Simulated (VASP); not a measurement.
# Ga (P2_1/m) in VASP: further runs, part 3 of 3

VASP 6.6.1. The steps go on from the part before.

**4. Single point, LDA (volume scaled by 0.96)**

Input file INCAR:

```
SYSTEM = Ga
PREC = Accurate
ENCUT = 520
EDIFF = 1E-6
ISMEAR = -1
SIGMA = 0.05
LREAL = .False.
LASPH = .True.
NELM = 60
ALGO = Normal
ISIF = 2
LWAVE = .False.
LCHARG = .True.
GGA = CA
LELF = .True.
LVHAR = .True.
NBANDS = 20
```

Input file KPOINTS:

```
Automatic mesh
0
Gamma
  10 8 7
  0 0 0
```

Input file POSCAR:

```
Ga
1.0
    2.7408712373      0.0000000000      0.0000000000
    0.0000000000      3.2372572885      0.0000000000
   -1.3252743986      0.0000000000      3.9363439549
Ga
2
Direct
    0.1345962700      0.7500000000      0.7701668300
    0.8654037300      0.2500000000      0.2298331700
```

Potentials or basis: VASP PAW LDA potentials, release 64 (Ga_d).

Command:

```console
cat potpaw_LDA.64/Ga_d/POTCAR > POTCAR
mpirun -np 1 vasp_std > vasp.out
```

OUTCAR:

```text
SYSTEM = Ga
   PREC = Accurate
   ENCUT = 520
   EDIFF = 1E-6
   ISMEAR = -1
   LREAL = .False.
   LASPH = .True.
   NELM = 60
   ISIF = 2
   GGA = CA

 ion  position               nearest neighbor table
   1  0.135  0.750  0.770-   2 2.67   2 2.67   2 2.78   2 2.78   2 2.80   2 2.80
   2  0.865  0.250  0.230-   1 2.67   1 2.67   1 2.78   1 2.78   1 2.80   1 2.80

  LATTYP: Found a simple monoclinic cell.
 ALAT       =     2.7408712373
 B/A-ratio  =     1.1811052064
 C/A-ratio  =     1.5153762184
 COS(beta)  =    -0.3190778872

  Lattice vectors:

 A1 = (   2.7408712373,   0.0000000000,   0.0000000000)
 A2 = (   0.0000000000,   3.2372572885,   0.0000000000)
 A3 = (  -1.3252743986,   0.0000000000,   3.9363439549)

Analysis of symmetry for initial positions (statically):
=====================================================================
 Subroutine PRICEL returns:
 Original cell was already a primitive cell.

 Routine SETGRP: Setting up the symmetry group for a
 simple monoclinic supercell.

 Subroutine GETGRP returns: Found  4 space group operations
 (whereof  2 operations were pure point group operations)
 out of a pool of  4 trial point group operations.

The static configuration has the point symmetry S_2 .
 The point group associated with its full space group is C_2h.

Analysis of symmetry for dynamics (positions and initial velocities):
=====================================================================
 Subroutine PRICEL returns:
 Original cell was already a primitive cell.

 Routine SETGRP: Setting up the symmetry group for a
 simple monoclinic supercell.

 Subroutine GETGRP returns: Found  4 space group operations
 (whereof  2 operations were pure point group operations)
 out of a pool of  4 trial point group operations.

The dynamic configuration has the point symmetry S_2 .
 The point group associated with its full space group is C_2h.

 Subroutine INISYM returns: Found  4 space group operations
 (whereof  2 operations are pure point group operations),
 and found     1 'primitive' translations

----------------------------------------------------------------------------------------

                                     Primitive cell

  volume of cell :      34.9268

  direct lattice vectors                    reciprocal lattice vectors
     2.740871237  0.000000000  0.000000000     0.364847493  0.000000000  0.122835567
     0.000000000  3.237257288  0.000000000     0.000000000  0.308903467  0.000000000
    -1.325274399  0.000000000  3.936343955     0.000000000  0.000000000  0.254042841

  length of vectors
     2.740871237  3.237257288  4.153451091     0.384970479  0.308903467  0.254042841

  position of ions in fractional coordinates (direct lattice)
     0.134596270  0.750000000  0.770166830
     0.865403730  0.250000000  0.229833170

  ion indices of the primitive-cell ions
   primitive index   ion index
                 1           1
                 2           2

----------------------------------------------------------------------------------------

 KPOINTS: Automatic mesh

Automatic generation of k-mesh.
 Grid dimensions read from file:
 generate k-points for:   10    8    7

 Generating k-lattice:

  Cartesian coordinates                     Fractional coordinates (reciprocal lattice)
     0.036484749  0.000000000  0.012283557     0.100000000  0.000000000 -0.000000000
     0.000000000  0.038612933  0.000000000     0.000000000  0.125000000  0.000000000
     0.000000000  0.000000000  0.036291834     0.000000000  0.000000000  0.142857143

  Length of vectors
     0.038497048  0.038612933  0.036291834

  Shift w.r.t. Gamma in fractional coordinates (k-lattice)
     0.000000000  0.000000000  0.000000000

 Subroutine IBZKPT returns following result:
 ===========================================

 Found    180 irreducible k-points:

 Following reciprocal coordinates:
            Coordinates               Weight
  0.000000  0.000000  0.000000      1.000000
  0.100000  0.000000 -0.000000      2.000000
  0.200000  0.000000 -0.000000      2.000000
  0.300000  0.000000  0.000000      2.000000
  0.400000  0.000000 -0.000000      2.000000
  0.500000  0.000000  0.000000      1.000000
[... 16 lines left out ...]
  0.400000  0.375000 -0.000000      4.000000
  0.500000  0.375000  0.000000      2.000000
 [... further k-points ...]
   k-points           NKPTS =    180   k-points in BZ     NKDIM =    180   number of bands    NBANDS=     20
   number of dos      NEDOS =    301   number of ions     NIONS =      2
   total plane-waves  NPLWV =  15360
   dimension x,y,z NGX =    20 NGY =   24 NGZ =   32
   dimension x,y,z NGXF=    40 NGYF=   48 NGZF=   64
   ions per type =               2
   NGX,Y,Z   is equivalent  to a cutoff of  12.13, 12.32, 12.81 a.u.
   NGXF,Y,Z  is equivalent  to a cutoff of  24.26, 24.65, 25.62 a.u.
 SYSTEM =  Ga
   PREC   = accura    normal or accurate (medium, high low for compatibility)
   ISTART =      0    job   : 0-new  1-cont  2-samecut
   ICHARG =      2    charge: 1-file 2-atom 10-const
   ISPIN  =      1    spin polarized calculation?
   LNONCOLLINEAR =      F non collinear calculations
   LSORBIT =      F    spin-orbit coupling
   LASPH  =      T    aspherical Exc in radial PAW
   ENCUT  =  520.0 eV  38.22 Ry    6.18 a.u.   5.10  6.02  7.72*2*pi/ulx,y,z
   NELM   =     60;   NELMIN=  2; NELMDL= -5     # of ELM steps
   EDIFF  = 0.1E-05   stopping-criterion for ELM
   LREAL  =      F    real-space projection
   EDIFFG = 0.1E-04   stopping-criterion for IOM
   NSW    =      0    number of steps for IOM
   IBRION =     -1    ionic relax: 0-MD 1-quasi-New 2-CG
   NFREE  =      0    steps in history (QN), initial steepest desc. (CG)
   ISIF   =      2    stress and relaxation
   ISYM   =      2    0-nonsym 1-usesym 2-fastsym
   POTIM  = 0.5000    time-step for ionic-motion
   TEBEG  =    0.0;   TEEND  =   0.0 temperature during run
   PSTRESS=    0.0 pullay stress
   NELECT =      26.0000    total number of electrons
   NUPDOWN=      -1.0000    fix difference up-down
   EMIN   =  10.00;   EMAX   =-10.00  energy-range for DOS
   EFERMI =   0.00;   METHOD = LEGACY
   ISMEAR =    -1;   SIGMA  =   0.05  broadening in eV -4-tet -1-fermi 0-gaus
   EFERMI_NEDOS =   21; number of points for ismear=-14 and -15
   IALGO  =     38    algorithm
   IMIX   =      4    mixing-type and parameters
     AMIX     =   0.40;   BMIX     =  1.00
     AMIX_MAG =   1.60;   BMIX_MAG =  1.00
  volume/ion in A,a.u.               =      17.46       117.85
  Fermi-wavevector in a.u.,A,eV,Ry     =   1.483701  2.803788 29.951429  2.201368
  Thomas-Fermi vector in A             =   2.597330
   LORBIT       =      0    0 simple, 1 ext, 2 COOP (PROOUT), +10 PAW based schemes
   GGA     = CA    functional components
   LHFCALC =     F    Hartree Fock is set to
   AEXX    =    0.0000 exact exchange contribution
   IVDW    =     0    specifies the selected vdW correction
   LEPSILON=     F    determine dielectric tensor
   LRPA    =     F    only Hartree local field effects (RPA)
 non-spin polarized calculation
  energy-cutoff  :      520.00
  volume of cell :       34.93
 maximum number of plane-waves:       952
   NGX = 11   NGY = 13   NGZ = 15

 number of electron      26.0000029 magnetization

 Free energy of the ion-electron system (eV)
  ---------------------------------------------------
  ext. energy  EPLUGINS =         0.00000000
  ---------------------------------------------------
  free energy    TOTEN  =        -7.17690978 eV

  energy without entropy =       -7.17272211  energy(sigma->0) =       -7.17481595

 E-fermi :   5.9839     XC(G=0): -11.6784

 val. band max:        5.9029035161   @ k =  -0.4000   0.2500   0.2857
 cond. band min:       6.0025173631   @ k =   0.3000   0.1250   0.0000
 fundamental gap:      0.0996138470
 Fermi energy:         5.9839085508

 k-point     1 :       0.0000    0.0000    0.0000
  band No.  band energies     occupation
      1      -9.3462      2.00000
      2      -9.3335      2.00000
      3      -9.2764      2.00000
      4      -9.2633      2.00000
      5      -8.9794      2.00000
      6      -8.9753      2.00000
[... 12 lines left out ...]
     19      17.3370      0.00000
     20      19.3083      0.00000

 k-point     2 :       0.1000    0.0000   -0.0000
  band No.  band energies     occupation
      1      -9.3285      2.00000
      2      -9.3253      2.00000
      3      -9.2587      2.00000
      4      -9.2177      2.00000
      5      -8.9944      2.00000
      6      -8.9944      2.00000
[... 498 lines left out ...]
 k-point    24 :       0.5000    0.3750    0.0000
  band No.  band energies     occupation
      1      -9.3348      2.00000
      2      -9.2670      2.00000
      3      -9.2282      2.00000
      4      -9.2082      2.00000
      5      -9.0392      2.00000
      6      -8.9560      2.00000
[... 12 lines left out ...]
     19      16.7648      0.00000
     20      17.4214      0.00000

 [... further k-points ...]
[... 5 lines left out ...]
  --------------------------------------------------------------------------------------
  -------------------------------------------------------------------------------------
  Total        0.0437491     -0.2454503     -0.0386262      0.0000000      0.0000000     -0.0910378
  in kB        2.0068764    -11.2593987     -1.7718793      0.0000000      0.0000000     -4.1761228
  external PRESSURE =      -3.6748005 kB  Pullay stress =       0.0000000 kB

 VOLUME and BASIS-vectors are now :
 -----------------------------------------------------------------------------
  energy-cutoff  :      520.00
  volume of cell :       34.93
      direct lattice vectors                 reciprocal lattice vectors
     2.740871237  0.000000000  0.000000000     0.364847493  0.000000000  0.122835567
     0.000000000  3.237257288  0.000000000     0.000000000  0.308903467  0.000000000
    -1.325274399  0.000000000  3.936343955     0.000000000  0.000000000  0.254042841

 POSITION                                       TOTAL-FORCE (eV/Angst)
 -----------------------------------------------------------------------------------
     -0.65177      2.42794      3.03164        -0.010864      0.000000     -0.079942
      2.06737      0.80931      0.90470         0.010864     -0.000000      0.079942
 -----------------------------------------------------------------------------------
    total drift:                               -0.000000      0.000000      0.000000

  FREE ENERGIE OF THE ION-ELECTRON SYSTEM (eV)
  ---------------------------------------------------
  free  energy   TOTEN  =        -7.1769097844 eV

  energy  without entropy=       -7.1727221137  energy(sigma->0) =       -7.17481595
```

OSZICAR:

```text
N       E                     dE             d eps       ncg     rms          rms(c)
DAV:   1     0.130396374855E+03    0.13040E+03   -0.13221E+04  7664   0.251E+03
DAV:   2     0.412505469357E+01   -0.12627E+03   -0.12304E+03  7428   0.386E+02
DAV:   3    -0.709571755855E+01   -0.11221E+02   -0.11165E+02  8120   0.945E+01
DAV:   4    -0.726079583596E+01   -0.16508E+00   -0.16498E+00  8268   0.126E+01
DAV:   5    -0.726353648461E+01   -0.27406E-02   -0.27405E-02  8268   0.159E+00    0.154E+00
DAV:   6    -0.719465425054E+01    0.68882E-01   -0.11407E-01  9716   0.581E+00    0.756E-01
DAV:   7    -0.717875229093E+01    0.15902E-01   -0.18716E-02 10296   0.188E+00    0.209E-01
DAV:   8    -0.717690059952E+01    0.18517E-02   -0.25314E-03  8004   0.719E-01    0.155E-02
DAV:   9    -0.717691027255E+01   -0.96730E-05   -0.82324E-05  8164   0.941E-02    0.671E-03
DAV:  10    -0.717690978437E+01    0.48818E-06   -0.49513E-06  7812   0.288E-02
   1 F= -.71769098E+01 E0= -.71748159E+01  d E =-.418767E-02
```

Run time: 26 s. Hardware: 1 thread of Intel Xeon 6975P-C (Granite Rapids), shared host; peak memory 0.2 GiB.

What came out:

```
Free energy            : -7.1769 eV
Pressure               : -0.4 GPa
Largest force          : 0.081 eV/Å
Band gap on the k mesh : zero (band 13 reaches 10.25 eV, above the bottom of band 14 at 1.70 eV)
```

Forces on the atoms (eV/Å):
```
Ga  -0.011  0.000 -0.080
Ga   0.011  0.000  0.080
```

Levels at points of the mesh, in eV from the Fermi level:
```csv
k point,band 11,band 12,band 13,band 14,band 15,band 16
"(0.00, 0.00, 0.00)",-11.72,-2.18,-1.40,1.81,5.79,9.40
"(0.50, 0.00, 0.00)",-6.40,-5.46,-1.47,0.26,6.31,6.76
"(0.00, 0.50, 0.00)",-8.04,-8.04,1.76,1.76,2.78,2.78
"(0.50, 0.50, 0.00)",-2.97,-2.97,-1.77,-1.77,2.20,2.20
```

Caveat: the cell differs from its parent crystal (volume scaled by 0.96).

**5. Single point, LDA (volume scaled by 0.98)**

Input file INCAR:

```
  PREC = Accurate
  ENCUT = 520
  EDIFF = 1E-6
  ISMEAR = -1
  SIGMA = 0.05
  LREAL = False
  LASPH = True
  NELM = 60
  ALGO = Normal
  ISIF = 2
  LWAVE = False
  LCHARG = False
  NBANDS = 20
```

Input file KPOINTS:

```
regular mesh
0
Gamma
  10 8 7
```

Input file POSCAR:

```
Ga
1.0
    2.7597743949      0.0000000000      0.0000000000
    0.0000000000      3.2595839063      0.0000000000
   -1.3344145108      0.0000000000      3.9634920125
Ga
2
Direct
    0.1345962700      0.7500000000      0.7701668300
    0.8654037300      0.2500000000      0.2298331700
```

Command:

```console
cat potpaw_LDA.64/Ga_d/POTCAR > POTCAR
mpirun -np 1 vasp_std > vasp.out
```

Run time: 26 s. Hardware: 1 thread of Intel Xeon 6975P-C (Granite Rapids), shared host; peak memory 0.21 GiB.

It converged, with:

| Quantity | Value |
| --- | --- |
| Free energy | -7.1727 eV |
| Pressure | -1.6 GPa |
| Largest force | 0.073 eV/Å |
| Band gap on the k mesh | zero (band 13 reaches 9.99 eV, above the bottom of band 14 at 1.59 eV) |

Forces on the atoms (eV/Å):
```
Ga  -0.012  0.000 -0.072
Ga   0.012  0.000  0.072
```

Stress tensor (GPa, compression positive):
```
-1.07  0.00 -0.41
 0.00 -2.45  0.00
-0.41  0.00 -1.39
```

Levels at points of the mesh, in eV from the Fermi level:
```tsv
k point	band 9	band 10	band 11	band 12	band 13	band 14	band 15	band 16	band 17	band 18
(0.00, 0.00, 0.00)	-14.86	-14.71	-11.55	-2.11	-1.46	1.82	5.76	9.26	10.44	10.72
(0.50, 0.00, 0.00)	-14.77	-14.75	-6.33	-5.35	-1.42	0.23	6.22	6.64	8.81	9.32
(0.00, 0.50, 0.00)	-14.78	-14.78	-7.92	-7.92	1.76	1.76	2.73	2.73	11.62	11.62
(0.50, 0.50, 0.00)	-14.74	-14.74	-2.94	-2.94	-1.74	-1.74	2.20	2.20	4.67	4.67
```

Caveat: the cell differs from its parent crystal (volume scaled by 0.98).

**6. Single point, PBE+D4**

This run uses another cell than the first one, of 17.85 Å³/atom, 0.926 times its volume.

Input file INCAR:

```
SYSTEM = Ga
ALGO = Normal
EDIFF = 1E-6
ENCUT = 520
GGA = PE
ISIF = 2
ISMEAR = -1
IVDW = 13
LASPH = .TRUE.
LCHARG = .TRUE.
LELF = .TRUE.
LREAL = .FALSE.
LVHAR = .TRUE.
LWAVE = .FALSE.
NBANDS = 20
NELM = 80
PREC = Accurate
SIGMA = 0.05
```

Input file KPOINTS:

```
k-points
0
G
  10 8 7
  0 0 0
```

Input file POSCAR:

```
Ga
1.0
    2.7647625247      0.0000000000     -0.0377235642
    0.0000000000      3.1738636228      0.0000000000
   -1.3910036576      0.0000000000      4.0879448704
Ga
2
Direct
    0.1257680649      0.7500000000      0.7675605229
    0.8742319351      0.2500000000      0.2324394771
```

Potentials or basis: VASP PAW PBE potentials, release 64 (Ga_d).

Command:

```console
cat potpaw_PBE.64/Ga_d/POTCAR > POTCAR
mpirun -np 1 vasp_std > vasp.out
```

Wall time 24 s (1 thread of Intel Xeon 6975P-C (Granite Rapids), shared host); peak memory 0.21 GiB.

It converged, with:

- Free energy: -6.7768 eV
- Pressure: 0.0 GPa
- Band gap on the k mesh: zero (band 13 reaches 10.94 eV, above the bottom of band 14 at 1.82 eV)
- Dispersion energy per atom: -0.505 eV

Forces on the atoms (eV/Å):
```
Ga   0.000  0.000  0.002
Ga   0.000  0.000 -0.002
```

Levels at points of the mesh, in eV from the Fermi level:
```csv
k point,band 11,band 12,band 13,band 14,band 15,band 16
"(0.00, 0.00, 0.00)",-11.54,-2.52,-1.85,2.58,6.34,9.20
"(0.50, 0.00, 0.00)",-6.28,-5.31,-1.88,-0.36,6.68,7.00
"(0.00, 0.50, 0.00)",-7.70,-7.70,1.57,1.57,2.31,2.31
"(0.50, 0.50, 0.00)",-2.70,-2.70,-1.51,-1.51,1.90,1.90
```

Caveat: pairwise dispersion overbinds metals, which lowers pressure and volume.

**7. Summary**

| level | potentials or basis | cell | gap on the mesh (eV) | pressure (GPa) | largest force (eV/Å) |
| --- | --- | --- | --- | --- | --- |
| LDA | VASP PAW LDA potentials, release 64 (Ga_d) | a = 2.833, b = 3.346, c = 4.293 Å, angles 90.0, 108.6, 90.0°, 2 atoms | none | -5.4 | 0.04 |
| LDA | VASP PAW LDA potentials, release 64 (Ga_d) | a = 2.722, b = 3.215, c = 4.124 Å, angles 90.0, 108.6, 90.0°, 2 atoms | none | 1.2 | 0.09 |
| LDA | VASP PAW LDA potentials, release 64 (Ga_d) | a = 2.741, b = 3.237, c = 4.153 Å, angles 90.0, 108.6, 90.0°, 2 atoms | none | -0.4 | 0.08 |
| LDA | VASP PAW LDA potentials, release 64 (Ga_d) | a = 2.760, b = 3.260, c = 4.182 Å, angles 90.0, 108.6, 90.0°, 2 atoms | none | -1.6 | 0.07 |
| PBE+D4 | VASP PAW PBE potentials, release 64 (Ga_d) | a = 2.765, b = 3.174, c = 4.318 Å, angles 90.0, 109.6, 90.0°, 2 atoms | none | 0.0 | - |

Alike in all rows: task single point; no spin polarisation; k mesh 10 × 8 × 7; cutoff (eV) 520; smearing fermi-dirac 0.05 eV.

Caveats: pairwise dispersion overbinds metals, which lowers pressure and volume (some runs).

Total energies depend on the potentials used, so only differences within one code and one set of settings carry meaning.
